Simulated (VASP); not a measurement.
# Hg (Fm-3m) in VASP: further runs

Runs on Hg. Level: RPBE. Tasks: single point.

Program: VASP 6.6.1. These are calculated values, not measurements. Logs are shortened: lines on timing, memory, paths and dates and some standing lists are left out, and cuts for length are marked.

**1. The cell of the first run**

The structure is cubic, space group Fm-3m (No. 225). The conventional cell has a = 6.997 Å, b = 6.997 Å, c = 6.997 Å, α = 90.00°, β = 90.00°, γ = 90.00°.

**2. Single point, RPBE (volume scaled by 0.88)**

INCAR

```
SYSTEM = Hg
PREC = Accurate
ENCUT = 520
EDIFF = 1E-6
ISMEAR = -1
SIGMA = 0.1
LREAL = .FALSE.
LASPH = .TRUE.
NELM = 100
ALGO = Normal
ISIF = 2
LWAVE = .FALSE.
LCHARG = .TRUE.
GGA = RP
LELF = .TRUE.
LVHAR = .TRUE.
NBANDS = 12
```

KPOINTS

```
Automatic mesh
0
G
  9 9 9
  0 0 0
```

POSCAR

```
Hg
1.0
    0.0000000000      3.4984357721      3.4984357721
    3.4984357721      0.0000000000      3.4984357721
    3.4984357721      3.4984357721      0.0000000000
Hg
1
Direct
    0.0000000000      0.0000000000      0.0000000000
```

Potentials or basis: VASP PAW PBE potentials, release 64 (Hg).

The run is started by

```console
> cat potpaw_PBE.64/Hg/POTCAR > POTCAR
> mpirun -np 1 vasp_std > vasp.out
```

OUTCAR:

```text
SYSTEM = Hg
   PREC = Accurate
   ENCUT = 520
   EDIFF = 1E-6
   ISMEAR = -1
   LREAL = .FALSE.
   LASPH = .TRUE.
   NELM = 100
   ISIF = 2
   GGA = RP

 ion  position               nearest neighbor table
   1  0.000  0.000  0.000-

  LATTYP: Found a face centered cubic cell.
 ALAT       =     6.9968715442

  Lattice vectors:

 A1 = (   0.0000000000,   3.4984357721,   3.4984357721)
 A2 = (   3.4984357721,   0.0000000000,   3.4984357721)
 A3 = (   3.4984357721,   3.4984357721,   0.0000000000)

Analysis of symmetry for initial positions (statically):
=====================================================================
 Subroutine PRICEL returns:
 Original cell was already a primitive cell.

 Routine SETGRP: Setting up the symmetry group for a
 face centered cubic supercell.

 Subroutine GETGRP returns: Found 48 space group operations
 (whereof 48 operations were pure point group operations)
 out of a pool of 48 trial point group operations.

The static configuration has the point symmetry O_h .

Analysis of symmetry for dynamics (positions and initial velocities):
=====================================================================
 Subroutine PRICEL returns:
 Original cell was already a primitive cell.

 Routine SETGRP: Setting up the symmetry group for a
 face centered cubic supercell.

 Subroutine GETGRP returns: Found 48 space group operations
 (whereof 48 operations were pure point group operations)
 out of a pool of 48 trial point group operations.

The dynamic configuration has the point symmetry O_h .

 Subroutine INISYM returns: Found 48 space group operations
 (whereof 48 operations are pure point group operations),
 and found     1 'primitive' translations

----------------------------------------------------------------------------------------

                                     Primitive cell

  volume of cell :      85.6351

  direct lattice vectors                    reciprocal lattice vectors
     0.000000000  3.498435772  3.498435772    -0.142921017  0.142921017  0.142921017
     3.498435772  0.000000000  3.498435772     0.142921017 -0.142921017  0.142921017
     3.498435772  3.498435772  0.000000000     0.142921017  0.142921017 -0.142921017

  length of vectors
     4.947535316  4.947535316  4.947535316     0.247546464  0.247546464  0.247546464

  position of ions in fractional coordinates (direct lattice)
     0.000000000  0.000000000  0.000000000

  ion indices of the primitive-cell ions
[... 80 lines left out ...]
   ISIF   =      2    stress and relaxation
   ISYM   =      2    0-nonsym 1-usesym 2-fastsym
   POTIM  = 0.5000    time-step for ionic-motion
   TEBEG  =    0.0;   TEEND  =   0.0 temperature during run
   PSTRESS=    0.0 pullay stress
   NELECT =      12.0000    total number of electrons
   NUPDOWN=      -1.0000    fix difference up-down
   EMIN   =  10.00;   EMAX   =-10.00  energy-range for DOS
   EFERMI =   0.00;   METHOD = LEGACY
   ISMEAR =    -1;   SIGMA  =   0.10  broadening in eV -4-tet -1-fermi 0-gaus
   EFERMI_NEDOS =   21; number of points for ismear=-14 and -15
   IALGO  =     38    algorithm
   IMIX   =      4    mixing-type and parameters
     AMIX     =   0.40;   BMIX     =  1.00
     AMIX_MAG =   1.60;   BMIX_MAG =  1.00
  volume/ion in A,a.u.               =      85.64       577.89
  Fermi-wavevector in a.u.,A,eV,Ry     =   0.850324  1.606880  9.837716  0.723052
  Thomas-Fermi vector in A             =   1.966284
   LORBIT       =      0    0 simple, 1 ext, 2 COOP (PROOUT), +10 PAW based schemes
   GGA     = RP    functional components
   LHFCALC =     F    Hartree Fock is set to
   AEXX    =    0.0000 exact exchange contribution
   IVDW    =     0    specifies the selected vdW correction
   LEPSILON=     F    determine dielectric tensor
   LRPA    =     F    only Hartree local field effects (RPA)
 non-spin polarized calculation
  energy-cutoff  :      520.00
  volume of cell :       85.64
 maximum number of plane-waves:      2316
 NGX is ok and might be reduce to    40
   NGX = 19   NGY = 19   NGZ = 19

 number of electron      12.0000001 magnetization

 Free energy of the ion-electron system (eV)
  ---------------------------------------------------
  ext. energy  EPLUGINS =         0.00000000
  ---------------------------------------------------
  free energy    TOTEN  =        -0.02972678 eV

  energy without entropy =       -0.02972678  energy(sigma->0) =       -0.02972678

 E-fermi :  -2.4227     XC(G=0):  -4.9096

 val. band max:       -4.5128658858   @ k =  -0.4444   0.4444   0.0000
 cond. band min:      -0.4623862833   @ k =   0.4444   0.0000   0.0000
 fundamental gap:      4.0504796024
 Fermi energy:        -2.4227360390

 k-point     1 :       0.0000    0.0000    0.0000
  band No.  band energies     occupation
      1      -7.9589      2.00000
      2      -7.9589      2.00000
      3      -7.9589      2.00000
      4      -7.9346      2.00000
      5      -7.9346      2.00000
      6      -5.6953      2.00000
      7       3.6841      0.00000
      8       3.6841      0.00000
      9       3.6841      0.00000
     10       4.5653      0.00000
     11       7.7661      0.00000
     12       7.7674      0.00000
[... 331 lines left out ...]
 k-point    24 :       0.4444    0.4444    0.0000
  band No.  band energies     occupation
      1      -7.9856      2.00000
      2      -7.9691      2.00000
      3      -7.9127      2.00000
      4      -7.9048      2.00000
      5      -7.9048      2.00000
      6      -4.5657      2.00000
      7      -0.0723      0.00000
      8       1.9888      0.00000
      9       1.9888      0.00000
     10       4.0487      0.00000
     11       5.0788      0.00000
     12      11.2993      0.00000

 [... further k-points ...]

------------------------ aborting loop because EDIFF is reached ----------------------------------------

  FORCE on cell =-STRESS in cart. coord.  units (eV):
  Direction    XX          YY          ZZ          XY          YZ          ZX
  --------------------------------------------------------------------------------------
  -------------------------------------------------------------------------------------
  Total        0.0397613      0.0397613      0.0397613      0.0000000      0.0000000      0.0000000
  in kB        0.7439076      0.7439076      0.7439076      0.0000000      0.0000000      0.0000000
  external PRESSURE =       0.7439076 kB  Pullay stress =       0.0000000 kB

 VOLUME and BASIS-vectors are now :
 -----------------------------------------------------------------------------
  energy-cutoff  :      520.00
  volume of cell :       85.64
      direct lattice vectors                 reciprocal lattice vectors
     0.000000000  3.498435772  3.498435772    -0.142921017  0.142921017  0.142921017
     3.498435772  0.000000000  3.498435772     0.142921017 -0.142921017  0.142921017
     3.498435772  3.498435772  0.000000000     0.142921017  0.142921017 -0.142921017

 POSITION                                       TOTAL-FORCE (eV/Angst)
 -----------------------------------------------------------------------------------
      0.00000      0.00000      0.00000        -0.000000     -0.000000     -0.000000
 -----------------------------------------------------------------------------------
    total drift:                                0.000000     -0.000000     -0.000000

  FREE ENERGIE OF THE ION-ELECTRON SYSTEM (eV)
  ---------------------------------------------------
  free  energy   TOTEN  =        -0.0297267780 eV

  energy  without entropy=       -0.0297267766  energy(sigma->0) =       -0.02972678
```

OSZICAR:

```text
N       E                     dE             d eps       ncg     rms          rms(c)
DAV:   1     0.727886643769E+02    0.72789E+02   -0.49060E+03   840   0.782E+02
DAV:   2     0.225933884674E+01   -0.70529E+02   -0.65333E+02   908   0.189E+02
DAV:   3    -0.252110458657E-01   -0.22845E+01   -0.22810E+01  1008   0.372E+01
DAV:   4    -0.300871656805E-01   -0.48761E-02   -0.48760E-02   912   0.215E+00
DAV:   5    -0.301015709288E-01   -0.14405E-04   -0.14405E-04  1036   0.103E-01    0.235E-01
DAV:   6    -0.297379059336E-01    0.36366E-03   -0.12852E-03   964   0.340E-01    0.537E-02
DAV:   7    -0.297297374550E-01    0.81685E-05   -0.11195E-04   952   0.955E-02    0.275E-02
DAV:   8    -0.297260591685E-01    0.36783E-05   -0.16089E-05   900   0.474E-02    0.190E-03
DAV:   9    -0.297267780040E-01   -0.71884E-06   -0.14809E-07  1032   0.319E-03
   1 F= -.29726778E-01 E0= -.29726777E-01  d E =-.144891E-08
```

stdout:

```text
POSCAR found type information on POSCAR Hg
 POSCAR found :  1 types and       1 ions
 scaLAPACK will be used
 -----------------------------------------------------------------------------
|                                                                             |
|                                                                             |
|     You enforced a specific xc type in the INCAR file but a different       |
|     I HOPE YOU KNOW WHAT YOU ARE DOING!                                     |
|                                                                             |
 -----------------------------------------------------------------------------

 LDA part: xc-table for (Slater+PW92), standard interpolation
 POSCAR, INCAR and KPOINTS ok, starting setup
 FFT: planning ... GRIDC
 FFT: planning ... GRID_SOFT
 FFT: planning ... GRID
 WAVECAR not read
 entering main loop
```

Wall time 38 s (1 thread of Intel Xeon Platinum 8375C at 2.90GHz (Ice Lake), shared host); peak memory 0.24 GiB.

Results:

```
Free energy            : -0.0297 eV
Pressure               : 0.1 GPa
Band gap on the k mesh : 4.05 eV, indirect (least direct gap 4.33 eV)
```

Caveat: the PAW data sets were made with another functional, which shifts forces and pressure a little; spin-orbit coupling is left out, which moves the levels of the heavy elements.

**3. Single point, RPBE (volume scaled by 0.92)**

INCAR

```
PREC     = Accurate       # precision mode
ENCUT    = 520            # plane-wave cutoff, eV
EDIFF    = 1E-7           # SCF threshold, eV
ISMEAR   = -1             # smearing method
SIGMA    = 0.1            # smearing width, eV
LREAL    = F              # projectors in reciprocal space
LASPH    = T              # aspherical terms in the spheres
NELM     = 100            # most SCF steps
ALGO     = Normal         # electronic algorithm
ISIF     = 2              # what is computed and relaxed
LWAVE    = F              # write WAVECAR
LCHARG   = F              # write CHGCAR
GGA      = RP             # functional
NBANDS   = 12             # bands
```

KPOINTS

```
Automatic mesh
0
Gamma
  9 9 9
```

POSCAR

```
Hg
1.0
    0.0000000000      3.5506589306      3.5506589306
    3.5506589306      0.0000000000      3.5506589306
    3.5506589306      3.5506589306      0.0000000000
Hg
1
Direct
    0.0000000000      0.0000000000      0.0000000000
```

Potentials or basis: VASP PAW PBE potentials, release 64 (Hg).

The run is started by

```console
> cat potpaw_PBE.64/Hg/POTCAR > POTCAR
> mpirun -np 1 vasp_std > vasp.out
```

OUTCAR:

```text
PREC = Accurate
   ENCUT = 520
   EDIFF = 1E-7
   ISMEAR = -1
   LREAL = F
   LASPH = T
   NELM = 100
   ISIF = 2
   GGA = RP

 ion  position               nearest neighbor table
   1  0.000  0.000  0.000-

  LATTYP: Found a face centered cubic cell.
 ALAT       =     7.1013178612

  Lattice vectors:

 A1 = (   0.0000000000,   3.5506589306,   3.5506589306)
 A2 = (   3.5506589306,   0.0000000000,   3.5506589306)
 A3 = (   3.5506589306,   3.5506589306,   0.0000000000)

[... 537 lines left out ...]
     12      10.8259      0.00000

 [... further k-points ...]

------------------------ aborting loop because EDIFF is reached ----------------------------------------

  FORCE on cell =-STRESS in cart. coord.  units (eV):
  Direction    XX          YY          ZZ          XY          YZ          ZX
  --------------------------------------------------------------------------------------
  -------------------------------------------------------------------------------------
  Total        0.0278965      0.0278965      0.0278965      0.0000000      0.0000000     -0.0000000
  in kB        0.4992339      0.4992339      0.4992339      0.0000000      0.0000000     -0.0000000
  external PRESSURE =       0.4992339 kB  Pullay stress =       0.0000000 kB

 VOLUME and BASIS-vectors are now :
 -----------------------------------------------------------------------------
  energy-cutoff  :      520.00
  volume of cell :       89.53
      direct lattice vectors                 reciprocal lattice vectors
     0.000000000  3.550658931  3.550658931    -0.140818932  0.140818932  0.140818932
     3.550658931  0.000000000  3.550658931     0.140818932 -0.140818932  0.140818932
     3.550658931  3.550658931  0.000000000     0.140818932  0.140818932 -0.140818932

 POSITION                                       TOTAL-FORCE (eV/Angst)
 -----------------------------------------------------------------------------------
      0.00000      0.00000      0.00000         0.000000      0.000000      0.000000
 -----------------------------------------------------------------------------------
    total drift:                               -0.000000     -0.000000     -0.000000

  FREE ENERGIE OF THE ION-ELECTRON SYSTEM (eV)
  ---------------------------------------------------
  free  energy   TOTEN  =        -0.0319493897 eV

  energy  without entropy=       -0.0319493885  energy(sigma->0) =       -0.03194939
```

Wall time 41 s (1 thread of Intel Xeon Platinum 8375C at 2.90GHz (Ice Lake), shared host); peak memory 0.24 GiB.

Results:

| Item | Value |
| --- | --- |
| Free energy | -0.0319 eV |
| Pressure | 0.0 GPa |
| Band gap on the k mesh | 4.11 eV, indirect (least direct gap 4.37 eV) |

Caveat: the PAW data sets were made with another functional, which shifts forces and pressure a little; spin-orbit coupling is left out, which moves the levels of the heavy elements.
